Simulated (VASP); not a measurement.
# In4Ag (P1) in VASP: single point with PBE

Aim: the single point of In4Ag with PBE.

Program: VASP 6.6.1. These are calculated values, not measurements. Logs are shortened: lines on timing, memory, paths and dates and some standing lists are left out, and cuts for length are marked.

## 1. The cell of the first run

The typed cell holds 20 atoms: a = 8.688 Å, b = 8.619 Å, c = 7.156 Å, α = 80.33°, β = 80.10°, γ = 83.38°.

## 2. Single point, PBE

INCAR

```
SYSTEM = In4Ag
ALGO = Normal ; EDIFF = 1E-6
ENCUT = 520 ; GGA = PE
ISIF = 2 ; ISMEAR = 0
ISYM = 0 ; LASPH = .True.
LCHARG = .False. ; LREAL = Auto
LWAVE = .False. ; NBANDS = 142
NELM = 100 ; PREC = Accurate
SIGMA = 0.1
```

KPOINTS

```
Automatic mesh
0
Gamma
  2 2 2
  0.5 0.5 0.5
```

POSCAR

```
In4Ag
1.0
   -5.8870270643      6.0112903660     -2.1662913664
   -5.8505574968     -2.1493208777      5.9527931294
    1.4367172523      4.9680470111      4.9460193421
Ag In
4 16
Direct
    0.5279355999      1.0575310540      0.5437319547
    0.0345758494      0.0691068579      0.5462762662
    0.5588010034      0.7137798913      0.5845418520
    0.7308206854      0.2195165729      0.7278603693
   -0.0165855962      1.0227133887     -0.0368851002
    0.5468620596      0.4706605297      0.9233964518
    0.5483718145      0.1104818883      0.0965874990
    0.2366922080      0.5722025488      0.1997533880
    0.1954219227      0.2290759725      0.1753588023
    0.6572604041      0.7091069441      0.1748532139
    0.8055886265      0.1967551711      0.3041110172
    0.3083981683      0.8845304931      0.3813259970
    0.5066572134      0.4185036134      0.4573429854
    0.9357692280      0.4548575329      0.5124232546
    0.9445251317      0.8054580734      0.3460053122
    0.1995686620      0.6259214804      0.7292094217
    0.2377874447      0.2375914134      0.7164420204
    0.7788282087      0.8557557286      0.7498617218
    0.9169880008      0.4686986885      0.9824047471
    0.3642092290      0.8772057842      0.9133702052
```

Potentials or basis: VASP PAW PBE potentials, release 64 (Ag, In_d).

Command:

```bash
> cat potpaw_PBE.64/Ag/POTCAR potpaw_PBE.64/In_d/POTCAR > POTCAR
> mpirun -np 1 vasp_std > vasp.out
```

OUTCAR:

```text
SYSTEM = In4Ag
   EDIFF = 1E-6
   ENCUT = 520
   GGA = PE
   ISIF = 2
   ISMEAR = 0
   ISYM = 0
   LASPH = .True.
   LREAL = Auto
   NELM = 100
   PREC = Accurate

 ion  position               nearest neighbor table
   1  0.528  0.058  0.544-   3 2.91  11 2.96   4 2.96  17 2.99  12 3.04  20 3.04  18 3.05  13 3.06
                             7 3.13
   2  0.035  0.069  0.546-  11 2.87  12 2.89   5 2.91  17 2.94   9 2.97   4 2.99  18 3.06  15 3.12
                            14 3.32
   3  0.559  0.714  0.585-  18 2.89   1 2.91  10 2.92   6 2.92  12 2.94  13 2.95  20 3.09  16 3.25
                            15 3.60  14 3.75
   4  0.731  0.220  0.728-   7 2.90  14 2.92   6 2.94   1 2.96   2 2.99  11 3.02  18 3.10  13 3.15
                             5 3.16  19 3.70
   5  0.983  0.023  0.963-   2 2.91  15 3.04  18 3.13  17 3.15   4 3.16  11 3.16  20 3.38   9 3.39
                             7 3.76  19 3.84
   6  0.547  0.471  0.923-   3 2.92   4 2.94   7 3.14   8 3.18  10 3.27  19 3.31  13 3.52  16 3.57
                            20 3.67  13 3.73   9 3.90  18 3.99
   7  0.548  0.110  0.097-   4 2.90   9 3.11  11 3.11   1 3.13   6 3.14  12 3.23  20 3.27  10 3.46
                            18 3.75   5 3.76  13 3.95
   8  0.237  0.572  0.200-   9 3.06   6 3.18  15 3.19  20 3.23  13 3.26  14 3.27  12 3.34  16 3.39
                            19 3.67  16 3.85  10 3.93
   9  0.195  0.229  0.175-   2 2.97   8 3.06   7 3.11  12 3.21  17 3.23  19 3.33  11 3.38   5 3.39
                            14 3.66  20 3.85   6 3.90  17 3.97
  10  0.657  0.709  0.175-   3 2.92  18 3.14  19 3.18  13 3.20  15 3.21   6 3.27  12 3.44   7 3.46
                            20 3.46   8 3.93  14 3.94
  11  0.806  0.197  0.304-   2 2.87   1 2.96   4 3.02   7 3.11  19 3.11   5 3.16  13 3.19  14 3.27
                             9 3.38  15 3.43  18 3.95
  12  0.308  0.885  0.381-   2 2.89   3 2.94   1 3.04  16 3.14   9 3.21   7 3.23  20 3.31   8 3.34
                            15 3.37  10 3.44  20 3.91
  13  0.507  0.419  0.457-   3 2.95   1 3.06  17 3.12   4 3.15  11 3.19  10 3.20   8 3.26  16 3.52
                             6 3.52   6 3.73  14 3.87   7 3.95
  14  0.936  0.455  0.512-   4 2.92  15 3.06   8 3.27  11 3.27   2 3.32  19 3.36  17 3.43  16 3.55
                             9 3.66   3 3.75  19 3.81  13 3.87  10 3.94
  15  0.945  0.805  0.346-   5 3.04  14 3.06  18 3.08   2 3.12   8 3.19  10 3.21  12 3.37  11 3.43
                             3 3.60  16 3.83
  16  0.200  0.626  0.729-  19 3.09  12 3.14   3 3.25  20 3.29  17 3.34   8 3.39  13 3.52  14 3.55
                             6 3.57  15 3.83   8 3.85  18 3.94
  17  0.238  0.238  0.716-   2 2.94   1 2.99  13 3.12   5 3.15   9 3.23  20 3.33  16 3.34  14 3.43
                            19 3.68   9 3.97
  18  0.779  0.856  0.750-   3 2.89   1 3.05   2 3.06  15 3.08   4 3.10   5 3.13  10 3.14  20 3.58
                            19 3.64   7 3.75  16 3.94  11 3.95   6 3.99
  19  0.917  0.469  0.982-  16 3.09  11 3.11  10 3.18   6 3.31   9 3.33  14 3.36  18 3.64   8 3.67
                            17 3.68   4 3.70  14 3.81   5 3.84
  20  0.364  0.877  0.913-   1 3.04   3 3.09   8 3.23   7 3.27  16 3.29  12 3.31  17 3.33   5 3.38
                            10 3.46  18 3.58   6 3.67   9 3.85  12 3.91

IMPORTANT INFORMATION: All symmetrisations will be switched off!
NOSYMM: (Re-)initialisation of all symmetry stuff for point group C_1.

----------------------------------------------------------------------------------------

                                     Primitive cell

  volume of cell :     518.3197

  direct lattice vectors                    reciprocal lattice vectors
    -5.887027064  6.011290366 -2.166291366    -0.077566687  0.072328823 -0.050119415
    -5.850557497 -2.149320878  5.952793129    -0.078125911 -0.050171744  0.073089166
     1.436717252  4.968047011  4.946019342     0.060055435  0.092063393  0.092264511

  length of vectors
     8.688240202  8.618836888  7.156029269     0.117303049  0.118164665  0.143509803

  position of ions in fractional coordinates (direct lattice)
     0.527935600  0.057531054  0.543731955
     0.034575849  0.069106858  0.546276266
     0.558801003  0.713779891  0.584541852
     0.730820685  0.219516573  0.727860369
     0.983414404  0.022713389  0.963114900
     0.546862060  0.470660530  0.923396452
[... 12 lines left out ...]
     0.916988001  0.468698688  0.982404747
     0.364209229  0.877205784  0.913370205

  ion indices of the primitive-cell ions
   primitive index   ion index
                 1           1
                 2           2
                 3           3
                 4           4
                 5           5
                 6           6
[... 12 lines left out ...]
                19          19
                20          20

----------------------------------------------------------------------------------------

 KPOINTS: Automatic mesh

Automatic generation of k-mesh.
 Grid dimensions read from file:
 generate k-points for:    2    2    2

 Generating k-lattice:

  Cartesian coordinates                     Fractional coordinates (reciprocal lattice)
    -0.038783343  0.036164412 -0.025059708     0.500000000 -0.000000000 -0.000000000
    -0.039062956 -0.025085872  0.036544583     0.000000000  0.500000000  0.000000000
     0.030027718  0.046031696  0.046132256     0.000000000  0.000000000  0.500000000

  Length of vectors
     0.058651525  0.059082333  0.071754902

  Shift w.r.t. Gamma in fractional coordinates (k-lattice)
     0.500000000  0.500000000  0.500000000

 Subroutine IBZKPT returns following result:
 ===========================================

 Found      4 irreducible k-points:

 Following reciprocal coordinates:
            Coordinates               Weight
  0.250000  0.250000  0.250000      2.000000
 -0.250000  0.250000  0.250000      2.000000
  0.250000 -0.250000  0.250000      2.000000
 -0.250000 -0.250000  0.250000      2.000000
   k-points           NKPTS =      4   k-points in BZ     NKDIM =      4   number of bands    NBANDS=    142
   number of dos      NEDOS =    301   number of ions     NIONS =     20
   total plane-waves  NPLWV = 241920
   dimension x,y,z NGX =    70 NGY =   64 NGZ =   54
   dimension x,y,z NGXF=   140 NGYF=  128 NGZF=  108
   ions per type =               4  16
   NGX,Y,Z   is equivalent  to a cutoff of  13.39, 12.34, 12.55 a.u.
   NGXF,Y,Z  is equivalent  to a cutoff of  26.79, 24.69, 25.09 a.u.
 SYSTEM =  In4Ag
   PREC   = accura    normal or accurate (medium, high low for compatibility)
   ISTART =      0    job   : 0-new  1-cont  2-samecut
   ICHARG =      2    charge: 1-file 2-atom 10-const
   ISPIN  =      1    spin polarized calculation?
   LNONCOLLINEAR =      F non collinear calculations
   LSORBIT =      F    spin-orbit coupling
   LASPH  =      T    aspherical Exc in radial PAW
   ENCUT  =  520.0 eV  38.22 Ry    6.18 a.u.  16.15 16.03 13.31*2*pi/ulx,y,z
   NELM   =    100;   NELMIN=  2; NELMDL= -5     # of ELM steps
   EDIFF  = 0.1E-05   stopping-criterion for ELM
   LREAL  =      T    real-space projection
   EDIFFG = 0.1E-04   stopping-criterion for IOM
   NSW    =      0    number of steps for IOM
   IBRION =     -1    ionic relax: 0-MD 1-quasi-New 2-CG
   NFREE  =      0    steps in history (QN), initial steepest desc. (CG)
   ISIF   =      2    stress and relaxation
   ISYM   =      0    0-nonsym 1-usesym 2-fastsym
   POTIM  = 0.5000    time-step for ionic-motion
   TEBEG  =    0.0;   TEEND  =   0.0 temperature during run
   PSTRESS=    0.0 pullay stress
   NELECT =     252.0000    total number of electrons
   NUPDOWN=      -1.0000    fix difference up-down
   EMIN   =  10.00;   EMAX   =-10.00  energy-range for DOS
   EFERMI =   0.00;   METHOD = LEGACY
   ISMEAR =     0;   SIGMA  =   0.10  broadening in eV -4-tet -1-fermi 0-gaus
   EFERMI_NEDOS =   21; number of points for ismear=-14 and -15
   IALGO  =     38    algorithm
   IMIX   =      4    mixing-type and parameters
     AMIX     =   0.40;   BMIX     =  1.00
     AMIX_MAG =   1.60;   BMIX_MAG =  1.00
  volume/ion in A,a.u.               =      25.92       174.89
  Fermi-wavevector in a.u.,A,eV,Ry     =   1.287288  2.432622 22.546362  1.657111
  Thomas-Fermi vector in A             =   2.419311
   LORBIT       =      0    0 simple, 1 ext, 2 COOP (PROOUT), +10 PAW based schemes
   GGA     = PE    functional components
   LHFCALC =     F    Hartree Fock is set to
   AEXX    =    0.0000 exact exchange contribution
   IVDW    =     0    specifies the selected vdW correction
   LEPSILON=     F    determine dielectric tensor
   LRPA    =     F    only Hartree local field effects (RPA)
 non-spin polarized calculation
 Gauss-broadening in eV      SIGMA  =   0.10
  energy-cutoff  :      520.00
  volume of cell :      518.32
 maximum number of plane-waves:     13975
 NGX is ok and might be reduce to    70
   NGX = 33   NGY = 33   NGZ = 27

 number of electron     252.0000000 magnetization

 Free energy of the ion-electron system (eV)
  ---------------------------------------------------
  ext. energy  EPLUGINS =         0.00000000
  ---------------------------------------------------
  free energy    TOTEN  =       -52.00839885 eV

  energy without entropy =      -51.99320158  energy(sigma->0) =      -52.00080022

 E-fermi :   6.7581     XC(G=0): -10.1889

 val. band max:        6.6740627347   @ k =   0.2500  -0.2500   0.2500
 cond. band min:       6.8389530654   @ k =   0.2500   0.2500   0.2500
 fundamental gap:      0.1648903307
 Fermi energy:         6.7581291304

 k-point     1 :       0.2500    0.2500    0.2500
  band No.  band energies     occupation
      1      -7.8440      2.00000
      2      -7.8283      2.00000
      3      -7.8167      2.00000
      4      -7.7969      2.00000
      5      -7.7871      2.00000
      6      -7.7781      2.00000
[... 130 lines left out ...]
    137       9.1218      0.00000
    138       9.3143      0.00000

 k-point     2 :      -0.2500    0.2500    0.2500
  band No.  band energies     occupation
      1      -7.8429      2.00000
      2      -7.8251      2.00000
      3      -7.8167      2.00000
      4      -7.7971      2.00000
      5      -7.7888      2.00000
      6      -7.7809      2.00000
[... 130 lines left out ...]
    137       9.0885      0.00000
    138       9.3211      0.00000

 k-point     3 :       0.2500   -0.2500    0.2500
  band No.  band energies     occupation
      1      -7.8425      2.00000
      2      -7.8296      2.00000
      3      -7.8099      2.00000
      4      -7.8030      2.00000
      5      -7.7907      2.00000
      6      -7.7810      2.00000
[... 130 lines left out ...]
    137       9.0031      0.00000
    138       9.3461      0.00000

 k-point     4 :      -0.2500   -0.2500    0.2500
  band No.  band energies     occupation
      1      -7.8412      2.00000
      2      -7.8256      2.00000
      3      -7.8119      2.00000
      4      -7.8008      2.00000
      5      -7.7934      2.00000
      6      -7.7902      2.00000
[... 130 lines left out ...]
    137       9.4403      0.00000
    138       9.5174      0.00000
 [bands above 138 left out]

------------------------ aborting loop because EDIFF is reached ----------------------------------------

  FORCE on cell =-STRESS in cart. coord.  units (eV):
  Direction    XX          YY          ZZ          XY          YZ          ZX
  --------------------------------------------------------------------------------------
  -------------------------------------------------------------------------------------
  Total       -0.0035406      0.2112782     -0.3377451      0.0398317     -0.0271261     -0.1210308
  in kB       -0.0109444      0.6530818     -1.0440034      0.1231238     -0.0838494     -0.3741183
  external PRESSURE =      -0.1339553 kB  Pullay stress =       0.0000000 kB

 VOLUME and BASIS-vectors are now :
 -----------------------------------------------------------------------------
  energy-cutoff  :      520.00
  volume of cell :      518.32
      direct lattice vectors                 reciprocal lattice vectors
    -5.887027064  6.011290366 -2.166291366    -0.077566687  0.072328823 -0.050119415
    -5.850557497 -2.149320878  5.952793129    -0.078125911 -0.050171744  0.073089166
     1.436717252  4.968047011  4.946019342     0.060055435  0.092063393  0.092264511

 POSITION                                       TOTAL-FORCE (eV/Angst)
 -----------------------------------------------------------------------------------
     -2.66337      5.75121      1.88812         0.012603     -0.031150      0.004161
      0.17698      2.77324      3.03837        -0.006589      0.016241      0.025571
     -6.62587      4.72900      5.92961         0.000311      0.004786     -0.006388
     -4.54093      7.53741      3.32358        -0.011189      0.025938     -0.003900
     -4.53855     10.64757      2.76843         0.029196      0.032270     -0.016650
     -4.64636      6.86322      6.18422         0.006036      0.005807     -0.005060
[... 12 lines left out ...]
     -6.72904      9.38553      5.66260        -0.024545     -0.007804      0.031342
     -5.96400      4.84164      8.95039         0.011946     -0.023536      0.011704
 -----------------------------------------------------------------------------------
    total drift:                               -0.018030     -0.036135      0.002302

  FREE ENERGIE OF THE ION-ELECTRON SYSTEM (eV)
  ---------------------------------------------------
  free  energy   TOTEN  =       -52.0083988520 eV

  energy  without entropy=      -51.9932015831  energy(sigma->0) =      -52.00080022
```

Wall time 13 min (1 thread of Intel Xeon 8259CL, shared host); peak memory 0.62 GiB.

What came out:

```
Free energy   : -52.0084 eV
Pressure      : 0.0 GPa
Largest force : 0.047 eV/Å
```

Forces on the atoms (eV/Å):
```
Ag   0.013 -0.031  0.004
Ag  -0.007  0.016  0.026
Ag   0.000  0.005 -0.006
Ag  -0.011  0.026 -0.004
In   0.029  0.032 -0.017
In   0.006  0.006 -0.005
In  -0.003  0.020  0.014
In   0.021  0.004 -0.003
In  -0.030  0.009  0.033
In  -0.028  0.009  0.001
In   0.020 -0.024 -0.021
In   0.013 -0.008 -0.015
In  -0.001 -0.007 -0.011
In  -0.004 -0.019 -0.005
In  -0.013 -0.039 -0.010
In   0.015 -0.003  0.004
In  -0.025  0.002 -0.027
In   0.016  0.033 -0.002
In  -0.025 -0.008  0.031
In   0.012 -0.024  0.012
```

Caveat: the k points lie up to 0.45 Å⁻¹ apart; spin-orbit coupling is left out, which moves the levels of the heavy elements.
